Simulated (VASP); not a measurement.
Here is a VASP 6.6.1 calculation.

The input INCAR:

```
ALGO = Normal
EDIFF = 1E-6
ENCUT = 750
GGA = PE
GGA_COMPAT = False
ISIF = 2
ISMEAR = -1
LASPH = True
LCHARG = True
LELF = True
LREAL = False
LVHAR = True
LWAVE = False
NBANDS = 12
NELM = 120
PREC = Accurate
SIGMA = 0.03
```

File KPOINTS:

```
k-points
0
Gamma
  8 8 8
```

Contents of POSCAR:

```
LiBr
1.0
    0.0000000000      2.7074076152      2.7074076152
    2.7074076152      0.0000000000      2.7074076152
    2.7074076152      2.7074076152      0.0000000000
Li Br
1 1
Direct
    0.0000000000      0.0000000000      0.0000000000
    0.5000000000      0.5000000000      0.5000000000
```

Potentials or basis: VASP PAW PBE potentials, release 64 (Li_sv, Br).

Run with:

```bash
$ cat potpaw_PBE.64/Li_sv/POTCAR potpaw_PBE.64/Br/POTCAR > POTCAR
$ mpirun -np 1 vasp_std > vasp.out
```

Q: What does it give for the pressure?

A: 1.5 GPa.

Q: Estimate the band gap on the k mesh.

A: 5.16 eV, direct.

 A k mesh can miss the band edges.
